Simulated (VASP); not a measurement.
Al4O, 5 atoms in the cell. The structure is tetragonal, space group P4/mmm (No. 123). Conventional cell: a = 3.776 Å, b = 3.776 Å, c = 5.979 Å, α = 90.00°, β = 90.00°, γ = 90.00°. Within 3.3 Å of Al (site symmetry 2mm) lie 2 O at 2.48 Å and 6 Al at 2.67 to 3.21 Å. Within 3.3 Å of O (site symmetry 4/mmm) lie 8 Al at 2.48 Å. 

| Quantity | Value |
| --- | --- |
| Program | VASP 6.6.1 |
| Task | single point |
| Functional | PBE |
| Potentials or basis | VASP PAW PBE potentials, release 64 (Al, O) |
| Cutoff | 520 eV |
| k mesh | 6 × 6 × 4 |
| Occupations | gaussian, width 0.1 eV |
| Spin | no spin polarisation |
| Dipole correction | no |
| Further INCAR settings | ALGO = Normal; EDIFF = 1e-06; NBANDS = 17 |

Potentials or basis: VASP PAW PBE potentials, release 64 (Al, O).

Run with:

```bash
$ cat potpaw_PBE.64/Al/POTCAR potpaw_PBE.64/O/POTCAR > POTCAR
$ mpirun -np 1 vasp_std > vasp.out
```

Hardware: 1 thread of AMD EPYC 9R45 96-Core Processor (Zen 5), with other jobs on the host.

Question: Estimate the wall time of this run.

Answer: Wall time 20 s on 1 thread of AMD EPYC 9R45 96-Core Processor (Zen 5), with other jobs on the host, peak memory 0.16 GiB. Counts: scf iterations 14, k points 30.
